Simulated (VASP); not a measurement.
# Al6H in VASP: notebook

Runs on Al6H. Level: PBE. Tasks: single point.

Program: VASP 6.6.1. These are calculated values, not measurements. Logs are shortened: lines on timing, memory, paths and dates and some standing lists are left out, and cuts for length are marked.

## 1. The cell of the first run

The cell holds a slab with vacuum, 14 atoms: a = 5.714 Å, b = 5.714 Å, c = 22.602 Å, α = 90.00°, β = 90.00°, γ = 120.00°.

## 2. Single point, PBE

Contents of INCAR:

```
SYSTEM = Al6H
  PREC = Accurate
  ENCUT = 520
  EDIFF = 1E-6
  ISMEAR = 0
  SIGMA = 0.1
  LREAL = .False.
  LASPH = .True.
  NELM = 60
  ALGO = Normal
  ISIF = 2
  LWAVE = .False.
  LCHARG = .False.
  LDIPOL = .True.
  IDIPOL = 3
  DIPOL = 0.5 0.5 0.302
  GGA = PE
  NBANDS = 32
```

Contents of KPOINTS:

```
Automatic mesh
0
Gamma
  6 6 1
  0 0 0
```

Contents of POSCAR:

```
Al6H
1.0
    5.7143028096      0.0000000000      0.0000000000
   -2.8571514048      4.9487313980      0.0000000000
    0.0000000000      0.0000000000     22.6016424997
Al H
12 2
Direct
    0.3333333333      0.1666666667      0.1769782882
    0.3333333333      0.6666666667      0.1769782882
    0.8333333333      0.1666666667      0.1769782882
    0.8333333333      0.6666666667      0.1769782882
    0.1666666667      0.3333333333      0.2787817902
    0.1666666667      0.8333333333      0.2787817902
    0.6666666667      0.3333333333      0.2787817902
    0.6666666667      0.8333333333      0.2787817902
    0.0000000000      0.0000000000      0.3805759913
    0.0000000000      0.5000000000      0.3805759913
    0.5000000000      0.0000000000      0.3805759913
    0.5000000000      0.5000000000      0.3805759913
    0.2764585035      0.1666666667      0.4429608379
    0.3902081632      0.1666666667      0.4429608379
```

Potentials or basis: VASP PAW PBE potentials, release 64 (Al, H).

Run with:

```bash
$ cat potpaw_PBE.64/Al/POTCAR potpaw_PBE.64/H/POTCAR > POTCAR
$ mpirun -np 1 vasp_std > vasp.out
```

OUTCAR:

```text
SYSTEM = Al6H
   PREC = Accurate
   ENCUT = 520
   EDIFF = 1E-6
   ISMEAR = 0
   LREAL = .False.
   LASPH = .True.
   NELM = 60
   ISIF = 2
   GGA = PE

 ion  position               nearest neighbor table
   1  0.333  0.167  0.177-   5 2.83   6 2.83   7 2.83   4 2.86   2 2.86   2 2.86   4 2.86   3 2.86
                             3 2.86
   2  0.333  0.667  0.177-   6 2.83   5 2.83   8 2.83   3 2.86   1 2.86   1 2.86   3 2.86   4 2.86
                             4 2.86
   3  0.833  0.167  0.177-   7 2.83   8 2.83   5 2.83   4 2.86   2 2.86   4 2.86   2 2.86   1 2.86
                             1 2.86
   4  0.833  0.667  0.177-   8 2.83   7 2.83   6 2.83   3 2.86   1 2.86   3 2.86   1 2.86   2 2.86
                             2 2.86
   5  0.167  0.333  0.279-   9 2.83  12 2.83  10 2.83   1 2.83   2 2.83   3 2.83   8 2.86   6 2.86
                             6 2.86   8 2.86   7 2.86   7 2.86
   6  0.167  0.833  0.279-  10 2.83  11 2.83   9 2.83   2 2.83   1 2.83   4 2.83   7 2.86   5 2.86
                             5 2.86   7 2.86   8 2.86   8 2.86
   7  0.667  0.333  0.279-  11 2.83  10 2.83  12 2.83   3 2.83   4 2.83   1 2.83   8 2.86   6 2.86
                             8 2.86   6 2.86   5 2.86   5 2.86
   8  0.667  0.833  0.279-  12 2.83   9 2.83  11 2.83   4 2.83   3 2.83   2 2.83   7 2.86   5 2.86
                             7 2.86   5 2.86   6 2.86   6 2.86
   9  0.000  0.000  0.381-  13 1.97   5 2.83   8 2.83   6 2.83  12 2.86  10 2.86  10 2.86  12 2.86
                            11 2.86  11 2.86
  10  0.000  0.500  0.381-   6 2.83   7 2.83   5 2.83   9 2.86  11 2.86   9 2.86  11 2.86  12 2.86
                            12 2.86
  11  0.500  0.000  0.381-  14 1.97   7 2.83   6 2.83   8 2.83  12 2.86  10 2.86  12 2.86  10 2.86
                             9 2.86   9 2.86
  12  0.500  0.500  0.381-   8 2.83   5 2.83   7 2.83   9 2.86  11 2.86  11 2.86   9 2.86  10 2.86
                            10 2.86
  13  0.276  0.167  0.443-  14 0.65   9 1.97
  14  0.390  0.167  0.443-  13 0.65  11 1.97

  LATTYP: Found a hexagonal cell.
 ALAT       =     5.7143028096
 C/A-ratio  =     3.9552756045

  Lattice vectors:

 A1 = (   5.7143028096,   0.0000000000,   0.0000000000)
 A2 = (  -2.8571514048,   4.9487313980,   0.0000000000)
 A3 = (   0.0000000000,   0.0000000000,  22.6016424997)

Analysis of symmetry for initial positions (statically):
=====================================================================
 Subroutine PRICEL returns:
 Original cell was already a primitive cell.

 Routine SETGRP: Setting up the symmetry group for a
 hexagonal supercell.

 Subroutine GETGRP returns: Found  2 space group operations
 (whereof  1 operations were pure point group operations)
 out of a pool of 24 trial point group operations.

The static configuration has the point symmetry C_1 .
[... 154 lines left out ...]
   AEXX    =    0.0000 exact exchange contribution
   IVDW    =     0    specifies the selected vdW correction
   LEPSILON=     F    determine dielectric tensor
   LRPA    =     F    only Hartree local field effects (RPA)
 non-spin polarized calculation
 Gauss-broadening in eV      SIGMA  =   0.10
  energy-cutoff  :      520.00
  volume of cell :      639.14
 maximum number of plane-waves:     17305
   NGX = 21   NGY = 21   NGZ = 85

 dipolmoment           0.000000      0.000000      0.082107 electrons x Angstroem

 number of electron      37.9999999 magnetization

 dipolmoment           0.000000      0.000000     -0.046967 electrons x Angstroem

 Free energy of the ion-electron system (eV)
  ---------------------------------------------------
  ext. energy  EPLUGINS =         0.00000000
  ---------------------------------------------------
  free energy    TOTEN  =       -47.03514819 eV

  energy without entropy =      -47.01161501  energy(sigma->0) =      -47.02338160

 E-fermi :  -0.0714     XC(G=0):  -4.0310

 val. band max:       -0.0802280930   @ k =   0.1667   0.1667   0.0000
 cond. band min:       0.0672161363   @ k =  -0.1667   0.5000   0.0000
 fundamental gap:      0.1474442292
 Fermi energy:        -0.0714488192

 k-point     1 :       0.0000    0.0000    0.0000
  band No.  band energies     occupation
      1     -11.2761      2.00000
      2     -10.3395      2.00000
      3      -8.5308      2.00000
      4      -5.8615      2.00000
      5      -4.8192      2.00000
      6      -4.7990      2.00000
[... 431 lines left out ...]
     30       3.1942      0.00000
     31       3.2481      0.00000
 [bands above 31 left out]

------------------------ aborting loop because EDIFF is reached ----------------------------------------

 vacuum level on the upper side and lower side of the slab       (xc-potential included)        -0.237         0.112

  FORCE on cell =-STRESS in cart. coord.  units (eV):
  Direction    XX          YY          ZZ          XY          YZ          ZX
  --------------------------------------------------------------------------------------
  -------------------------------------------------------------------------------------
  Total        2.5107660     -1.7359112      4.9934230      0.0000000      0.0398068      0.0000000
  in kB        6.2938978     -4.3515197     12.5173331      0.0000000      0.0997863      0.0000000
  external PRESSURE =       4.8199037 kB  Pullay stress =       0.0000000 kB

 VOLUME and BASIS-vectors are now :
 -----------------------------------------------------------------------------
  energy-cutoff  :      520.00
  volume of cell :      639.14
      direct lattice vectors                 reciprocal lattice vectors
     5.714302810  0.000000000  0.000000000     0.174999476  0.101035995  0.000000000
    -2.857151405  4.948731398  0.000000000     0.000000000  0.202071990  0.000000000
     0.000000000  0.000000000 22.601642500     0.000000000  0.000000000  0.044244572

 POSITION                                       TOTAL-FORCE (eV/Angst)
 -----------------------------------------------------------------------------------
      1.42858      0.82479      4.00000         0.000000     -0.012962     -0.011703
     -0.00000      3.29915      4.00000        -0.070769     -0.029114     -0.155109
      4.28573      0.82479      4.00000         0.000000      0.075270     -0.149980
      2.85715      3.29915      4.00000         0.070769     -0.029114     -0.155109
      0.00000      1.64958      6.30093         0.004438      0.029614      0.012550
     -1.42858      4.12394      6.30093         0.000000      0.002268      0.011209
      2.85715      1.64958      6.30093        -0.004438      0.029614      0.012550
      1.42858      4.12394      6.30093         0.000000     -0.004307      0.071271
      0.00000      0.00000      8.60164        -0.798972     -0.446859     -0.697842
     -1.42858      2.47437      8.60164         0.000000     -0.008030      0.161176
      2.85715      0.00000      8.60164         0.798972     -0.446859     -0.697842
      1.42858      2.47437      8.60164        -0.000000      0.705838     -0.605077
      1.10358      0.82479     10.01164        -6.412512      0.067321      1.101953
      1.75358      0.82479     10.01164         6.412512      0.067321      1.101953
 -----------------------------------------------------------------------------------
    total drift:                               -0.000000     -0.000034     -0.000271

  FREE ENERGIE OF THE ION-ELECTRON SYSTEM (eV)
  ---------------------------------------------------
  free  energy   TOTEN  =       -47.0351481906 eV

  energy  without entropy=      -47.0116150133  energy(sigma->0) =      -47.02338160

 vacuum level on the upper side and lower side of the slab         3.606         3.904
```

OSZICAR:

```text
N       E                     dE             d eps       ncg     rms          rms(c)
DAV:   1     0.133495810142E+03    0.13350E+03   -0.11380E+04   832   0.830E+02
DAV:   2    -0.394154254151E+02   -0.17291E+03   -0.16666E+03  1160   0.149E+02
DAV:   3    -0.494682825773E+02   -0.10053E+02   -0.98209E+01  1024   0.360E+01
[... 16 lines left out ...]
DAV:  20    -0.470350971361E+02   -0.41842E-04   -0.29725E-06   904   0.405E-03    0.127E-03
DAV:  21    -0.470351318841E+02   -0.34748E-04   -0.26847E-06   976   0.391E-03    0.992E-04
DAV:  22    -0.470351424247E+02   -0.10541E-04   -0.39145E-07   816   0.197E-03    0.454E-04
DAV:  23    -0.470351475566E+02   -0.51319E-05   -0.31933E-07   752   0.148E-03    0.432E-04
DAV:  24    -0.470351481906E+02   -0.63400E-06   -0.35576E-08   784   0.749E-04
   1 F= -.47035148E+02 E0= -.47023382E+02  d E =-.235332E-01
```

It took 5.2 min on 1 thread of Intel Xeon 6975P-C (Granite Rapids), shared host; peak memory 0.68 GiB.

What came out:

| Property | Result |
| --- | --- |
| Free energy | -47.0351 eV |
| Largest force | 6.507 eV/Å |
| Band gap on the k mesh | zero (bands 19 and 20 overlap by 0.88 eV) |

Forces in eV/Å, atoms in the order of the input:
```
Al   0.000 -0.013 -0.012
Al  -0.071 -0.029 -0.155
Al   0.000  0.075 -0.150
Al   0.071 -0.029 -0.155
Al   0.004  0.030  0.013
Al   0.000  0.002  0.011
Al  -0.004  0.030  0.013
Al   0.000 -0.004  0.071
Al  -0.799 -0.447 -0.698
Al   0.000 -0.008  0.161
Al   0.799 -0.447 -0.698
Al   0.000  0.706 -0.605
H   -6.413  0.067  1.102
H    6.413  0.067  1.102
```

Levels at points of the mesh, in eV from the Fermi level:
```tsv
k point	band 17	band 18	band 19	band 20	band 21	band 22
(0.00, 0.00, 0.00)	-2.17	-0.82	-0.57	-0.32	-0.28	-0.22
(0.50, 0.00, 0.00)	-0.48	-0.26	-0.09	0.76	0.89	0.97
(0.00, 0.50, 0.00)	-0.47	-0.26	-0.09	0.63	0.90	0.90
```

## 3. Single point, PBE

Contents of INCAR:

```
  PREC = Accurate
  ENCUT = 520
  EDIFF = 1E-7
  ISMEAR = 0
  SIGMA = 0.1
  LREAL = F
  LASPH = T
  NELM = 80
  ALGO = Normal
  ISIF = 2
  LWAVE = F
  LCHARG = F
  LDIPOL = T
  IDIPOL = 3
  DIPOL = 0.5 0.5 0.306
  GGA = PE
  NBANDS = 32
```

Contents of KPOINTS:

```
Automatic mesh
0
Gamma
  6 6 1
```

POSCAR: that of step 2 with these lines changed.

```diff
@@ -20,3 +20,3 @@
     0.5000000000      0.5000000000      0.3805759913
-    0.2764585035      0.1666666667      0.4429608379
-    0.3902081632      0.1666666667      0.4429608379
+    0.2764585035      0.1666666667      0.4712773640
+    0.3902081632      0.1666666667      0.4712773640
```

Potentials or basis: VASP PAW PBE potentials, release 64 (Al, H).

Run with:

```bash
$ cat potpaw_PBE.64/Al/POTCAR potpaw_PBE.64/H/POTCAR > POTCAR
$ mpirun -np 1 vasp_std > vasp.out
```

It took 6.1 min on 1 thread of Intel Xeon 6975P-C (Granite Rapids), shared host; peak memory 0.69 GiB.

Results (log left out):

```
Free energy            : -48.1300 eV
Largest force          : 5.164 eV/Å
Band gap on the k mesh : zero (bands 19 and 20 overlap by 0.96 eV)
```

Forces in eV/Å, atoms in the order of the input:
```
Al   0.000  0.006 -0.036
Al  -0.034 -0.028 -0.042
Al   0.000  0.049 -0.038
Al   0.034 -0.028 -0.042
Al   0.027 -0.002 -0.048
Al   0.000  0.029 -0.045
Al  -0.027 -0.002 -0.048
Al   0.000 -0.004  0.063
Al  -0.155 -0.100 -0.345
Al   0.000  0.003  0.074
Al   0.155 -0.100 -0.345
Al   0.000  0.157 -0.330
H   -5.130  0.011  0.591
H    5.130  0.011  0.591
```

Levels at points of the mesh, in eV from the Fermi level:
```
           k point  band 17  band 18  band 19  band 20  band 21  band 22
(0.00, 0.00, 0.00)    -2.56    -0.48    -0.43    -0.31    -0.23    -0.20
(0.50, 0.00, 0.00)    -0.47    -0.21    -0.19     0.93     0.95     1.17
(0.00, 0.50, 0.00)    -0.47    -0.21    -0.19     0.92     0.95     1.08
```

## 4. Single point, PBE

Contents of INCAR:

```
ALGO = Normal
DIPOL = 0.5 0.5 0.312
EDIFF = 1E-6
ENCUT = 520
GGA = PE
IDIPOL = 3
ISIF = 2
ISMEAR = 0
LASPH = True
LCHARG = False
LDIPOL = True
LREAL = False
LWAVE = False
NBANDS = 32
NELM = 80
PREC = Accurate
SIGMA = 0.1
```

Contents of KPOINTS:

```
k-points
0
Gamma
  6 6 1
```

POSCAR: that of step 3 with these lines changed.

```diff
@@ -20,3 +20,3 @@
     0.5000000000      0.5000000000      0.3805759913
-    0.2764585035      0.1666666667      0.4712773640
-    0.3902081632      0.1666666667      0.4712773640
+    0.2764585035      0.1666666667      0.5133097075
+    0.3902081632      0.1666666667      0.5133097075
```

Run with:

```bash
$ cat potpaw_PBE.64/Al/POTCAR potpaw_PBE.64/H/POTCAR > POTCAR
$ mpirun -np 1 vasp_std > vasp.out
```

It took 5.6 min on 1 thread of Intel Xeon 6975P-C (Granite Rapids), shared host; peak memory 0.69 GiB.

It converged, with:

| Quantity | Value |
| --- | --- |
| Free energy | -48.6485 eV |
| Largest force | 4.908 eV/Å |
| Band gap on the k mesh | zero (bands 19 and 20 overlap by 1.02 eV) |

Forces on the atoms (eV/Å):
```
Al   0.000  0.001 -0.003
Al  -0.003 -0.002  0.001
Al   0.000  0.004  0.001
Al   0.003 -0.002  0.001
Al   0.008 -0.003 -0.010
Al   0.000  0.008 -0.012
Al  -0.008 -0.003 -0.010
Al   0.000 -0.001  0.012
Al   0.002 -0.003 -0.046
Al   0.000  0.002  0.007
Al  -0.002 -0.003 -0.046
Al   0.000 -0.001 -0.041
H   -4.907  0.002  0.073
H    4.907  0.002  0.073
```

Levels at points of the mesh, in eV from the Fermi level:
```tsv
k point	band 16	band 17	band 18	band 19	band 20	band 21	band 22	band 23
(0.00, 0.00, 0.00)	-2.73	-2.72	-0.39	-0.39	-0.38	-0.16	-0.16	-0.15
(0.50, 0.00, 0.00)	-0.49	-0.49	-0.22	-0.21	0.94	0.94	1.29	1.32
(0.00, 0.50, 0.00)	-0.49	-0.49	-0.22	-0.21	0.94	0.94	1.28	1.32
```

## 5. Single point, PBE

INCAR: that of step 4 with these lines changed.

```diff
@@ -1,3 +1,3 @@
 ALGO = Normal
-DIPOL = 0.5 0.5 0.312
+DIPOL = 0.5 0.5 0.300
 EDIFF = 1E-6
```

KPOINTS is that of step 4.

POSCAR: that of step 4 with these lines changed.

```diff
@@ -20,3 +20,3 @@
     0.5000000000      0.5000000000      0.3805759913
-    0.2764585035      0.1666666667      0.5133097075
-    0.3902081632      0.1666666667      0.5133097075
+    0.2677085297      0.1666666667      0.4288025748
+    0.3989581370      0.1666666667      0.4288025748
```

Run with:

```bash
$ cat potpaw_PBE.64/Al/POTCAR potpaw_PBE.64/H/POTCAR > POTCAR
$ mpirun -np 1 vasp_std > vasp.out
```

Run time: 5.2 min. Hardware: 1 thread of Intel Xeon 6975P-C (Granite Rapids), shared host; peak memory 0.7 GiB.

Results (log left out):

- Free energy: -46.7595 eV
- Largest force: 3.575 eV/Å
- Band gap on the k mesh: zero (bands 19 and 20 overlap by 0.92 eV)

Forces on the atoms (eV/Å):
```
Al   0.000 -0.014  0.063
Al  -0.082 -0.031 -0.162
Al   0.000  0.085 -0.147
Al   0.082 -0.031 -0.162
Al   0.041  0.043  0.109
Al   0.000  0.022  0.110
Al  -0.041  0.043  0.109
Al   0.000 -0.020  0.036
Al  -1.475 -0.904 -0.983
Al   0.000  0.067  0.097
Al   1.475 -0.904 -0.983
Al   0.000  1.048 -0.598
H   -3.334  0.298  1.255
H    3.334  0.298  1.255
```

Levels at points of the mesh, in eV from the Fermi level:
| k point | band 15 | band 16 | band 17 | band 18 | band 19 | band 20 | band 21 | band 22 | band 23 | band 24 |
| --- | --- | --- | --- | --- | --- | --- | --- | --- | --- | --- |
| (0.00, 0.00, 0.00) | -2.94 | -2.91 | -1.99 | -1.24 | -0.74 | -0.44 | -0.41 | -0.30 | -0.03 | 1.07 |
| (0.50, 0.00, 0.00) | -0.96 | -0.64 | -0.61 | -0.37 | 0.04 | 0.41 | 0.77 | 0.82 | 1.22 | 1.34 |
| (0.00, 0.50, 0.00) | -0.94 | -0.65 | -0.56 | -0.37 | 0.04 | 0.19 | 0.77 | 0.79 | 1.26 | 1.36 |

## 6. Overview

```csv
cell,gap on the mesh (eV),largest force (eV/Å)
"as given, atomic positions A",none,6.51
"as given, atomic positions B",none,5.16
"as given, atomic positions C",none,4.91
"as given, atomic positions D",none,3.58
```

Alike in all rows: task single point; level PBE; potentials or basis VASP PAW PBE potentials, release 64 (Al, H); no spin polarisation; k mesh 6 × 6 × 1; cutoff (eV) 520; smearing gaussian 0.1 eV.

Total energies depend on the potentials used, so only differences within one code and one set of settings carry meaning.
